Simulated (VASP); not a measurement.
# CuSn3 (P6/mmm) in VASP: a series of runs, part 2 of 2

VASP 6.6.1.

### Step 3. Single point, PBE

This run uses another cell than the first one, of 29.14 Å³/atom.

File INCAR:

```
SYSTEM = CuSn3
ALGO = Fast
EDIFF = 1E-6
ENCUT = 520
GGA = PE
ISIF = 2
ISMEAR = 0
LASPH = .TRUE.
LCHARG = .FALSE.
LREAL = .FALSE.
LWAVE = .FALSE.
NBANDS = 34
NELM = 100
PREC = Accurate
SIGMA = 0.1
```

File KPOINTS:

```
k-points
0
G
  12 12 10
  0 0 0
```

File POSCAR:

```
CuSn3
1.0
    5.1950595361      0.0000000000      0.0000000000
   -2.5975297681      4.4990535324      0.0000000000
    0.0000000000      0.0000000000      4.9869501058
Cu Sn
1 3
Direct
    0.0000000000      0.0000000000      0.5000000000
    0.3333333333      0.6666666667      0.5000000000
    0.6666666667      0.3333333333      0.5000000000
    0.0000000000      0.0000000000      0.0000000000
```

Potentials or basis: VASP PAW PBE potentials, release 64 (Cu, Sn_d).

Started as:

```
cat potpaw_PBE.64/Cu/POTCAR potpaw_PBE.64/Sn_d/POTCAR > POTCAR
mpirun -np 1 vasp_std > vasp.out
```

OUTCAR:

```text
SYSTEM = CuSn3
   EDIFF = 1E-6
   ENCUT = 520
   GGA = PE
   ISIF = 2
   ISMEAR = 0
   LASPH = .TRUE.
   LREAL = .FALSE.
   NELM = 100
   PREC = Accurate

 ion  position               nearest neighbor table
   1  0.000  0.000  0.500-   4 2.49   4 2.49   2 3.00   3 3.00   2 3.00   3 3.00   3 3.00   2 3.00

   2  0.333  0.667  0.500-   3 3.00   3 3.00   1 3.00   1 3.00   1 3.00   3 3.00
   3  0.667  0.333  0.500-   2 3.00   2 3.00   1 3.00   1 3.00   1 3.00   2 3.00
   4  0.000  0.000  0.000-   1 2.49   1 2.49

  LATTYP: Found a hexagonal cell.
 ALAT       =     5.1950595361
 C/A-ratio  =     0.9599408960

  Lattice vectors:

 A1 = (   5.1950595361,   0.0000000000,   0.0000000000)
 A2 = (  -2.5975297681,   4.4990535324,   0.0000000000)
 A3 = (   0.0000000000,   0.0000000000,   4.9869501058)

Analysis of symmetry for initial positions (statically):
=====================================================================
 Subroutine PRICEL returns:
 Original cell was already a primitive cell.

 Routine SETGRP: Setting up the symmetry group for a
[... 168 lines left out ...]
  ext. energy  EPLUGINS =         0.00000000
  ---------------------------------------------------
  free energy    TOTEN  =       -13.80680219 eV

  energy without entropy =      -13.79594602  energy(sigma->0) =      -13.80137411

 E-fermi :   5.7199     XC(G=0):  -9.4409

 val. band max:        5.7173463629   @ k =   0.3333   0.0000   0.1000
 cond. band min:       5.7349870459   @ k =   0.3333   0.1667   0.2000
 fundamental gap:      0.0176406830
 Fermi energy:         5.7198840422

 k-point     1 :       0.0000    0.0000    0.0000
  band No.  band energies     occupation
      1     -15.9557      2.00000
      2     -15.9373      2.00000
      3     -15.9373      2.00000
      4     -15.8875      2.00000
      5     -15.8875      2.00000
      6     -15.8831      2.00000
[... 877 lines left out ...]
     33      10.5487      0.00000
     34      12.2588      0.00000

 [... further k-points ...]
[... 5 lines left out ...]
  --------------------------------------------------------------------------------------
  -------------------------------------------------------------------------------------
  Total       -0.0721127     -0.0721127     -0.0104776      0.0000000      0.0000000     -0.0000000
  in kB       -0.9912330     -0.9912330     -0.1440207      0.0000000      0.0000000     -0.0000000
  external PRESSURE =      -0.7088289 kB  Pullay stress =       0.0000000 kB

 VOLUME and BASIS-vectors are now :
 -----------------------------------------------------------------------------
  energy-cutoff  :      520.00
  volume of cell :      116.56
      direct lattice vectors                 reciprocal lattice vectors
     5.195059536  0.000000000  0.000000000     0.192490576  0.111134486  0.000000000
    -2.597529768  4.499053532  0.000000000     0.000000000  0.222268971  0.000000000
     0.000000000  0.000000000  4.986950106     0.000000000  0.000000000  0.200523362

 POSITION                                       TOTAL-FORCE (eV/Angst)
 -----------------------------------------------------------------------------------
      0.00000      0.00000      2.49348         0.000000      0.000000      0.000000
     -0.00000      2.99937      2.49348        -0.000000     -0.000000      0.000000
      2.59753      1.49968      2.49348         0.000000      0.000000      0.000000
      0.00000      0.00000      0.00000         0.000000      0.000000      0.000000
 -----------------------------------------------------------------------------------
    total drift:                               -0.000000      0.000000      0.000000

  FREE ENERGIE OF THE ION-ELECTRON SYSTEM (eV)
  ---------------------------------------------------
  free  energy   TOTEN  =       -13.8068021930 eV

  energy  without entropy=      -13.7959460248  energy(sigma->0) =      -13.80137411
```

OSZICAR:

```text
N       E                     dE             d eps       ncg     rms          rms(c)
DAV:   1     0.502224356173E+03    0.50222E+03   -0.25779E+04  7818   0.228E+03
DAV:   2     0.553459178559E+02   -0.44688E+03   -0.43925E+03  7752   0.553E+02
DAV:   3    -0.117744423109E+02   -0.67120E+02   -0.66119E+02  9124   0.201E+02
DAV:   4    -0.147129068194E+02   -0.29385E+01   -0.29254E+01  8812   0.466E+01
DAV:   5    -0.148589153892E+02   -0.14601E+00   -0.14598E+00 11968   0.107E+01    0.980E+00
RMM:   6    -0.159241183601E+02   -0.10652E+01   -0.22137E+01  8996   0.368E+01    0.853E+00
RMM:   7    -0.138999516615E+02    0.20242E+01   -0.64231E+00  8264   0.227E+01    0.166E+00
RMM:   8    -0.138558644418E+02    0.44087E-01   -0.98043E-01  8927   0.835E+00    0.201E+00
RMM:   9    -0.138041919565E+02    0.51672E-01   -0.20768E-01 10433   0.426E+00    0.239E-01
RMM:  10    -0.138063626753E+02   -0.21707E-02   -0.28106E-02 11164   0.105E+00    0.153E-01
RMM:  11    -0.138064240818E+02   -0.61406E-04   -0.80265E-03 11669   0.640E-01    0.722E-02
RMM:  12    -0.138067377064E+02   -0.31362E-03   -0.40849E-03 12121   0.387E-01    0.606E-02
RMM:  13    -0.138067869020E+02   -0.49196E-04   -0.12720E-03 11586   0.162E-01    0.215E-02
RMM:  14    -0.138068007567E+02   -0.13855E-04   -0.14909E-04 10849   0.633E-02    0.334E-02
RMM:  15    -0.138068010262E+02   -0.26944E-06   -0.29971E-05 10156   0.400E-02    0.892E-03
RMM:  16    -0.138068020159E+02   -0.98979E-06   -0.11474E-05  9559   0.199E-02    0.755E-03
RMM:  17    -0.138068021930E+02   -0.17702E-06   -0.23389E-06  6661   0.116E-02
   1 F= -.13806802E+02 E0= -.13801374E+02  d E =-.108562E-01
```

stdout:

```text
POSCAR found type information on POSCAR CuSn
 POSCAR found :  2 types and       4 ions
 scaLAPACK will be used
 LDA part: xc-table for (Slater+PW92), standard interpolation
 POSCAR, INCAR and KPOINTS ok, starting setup
 FFT: planning ... GRIDC
 FFT: planning ... GRID_SOFT
 FFT: planning ... GRID
 WAVECAR not read
 entering main loop
```

It took 18 min on 1 thread of Intel Xeon 8259CL, shared host; peak memory 0.52 GiB.

What came out:

```
Free energy            : -13.8068 eV
Pressure               : -0.1 GPa
Band gap on the k mesh : zero (an odd number of electrons rules out a gap without spin polarisation)
```

Levels at points of the mesh, in eV from the Fermi level:
```csv
k point,band 24,band 25,band 26,band 27,band 28,band 29
"(0.00, 0.00, 0.00)",-2.47,-1.21,-1.21,-0.82,-0.82,1.05
"(0.50, 0.00, 0.00)",-2.57,-1.42,-0.30,0.11,0.21,1.77
"(0.00, 0.00, 0.50)",-0.88,-0.66,-0.66,-0.65,0.16,0.16
"(0.50, 0.00, 0.50)",-2.95,-2.30,-2.04,0.11,0.50,3.44
```

Caveat: spin-orbit coupling is left out, which moves the levels of the heavy elements.

The gap in the log of VASP goes by the Fermi energy; the results here count the filled bands.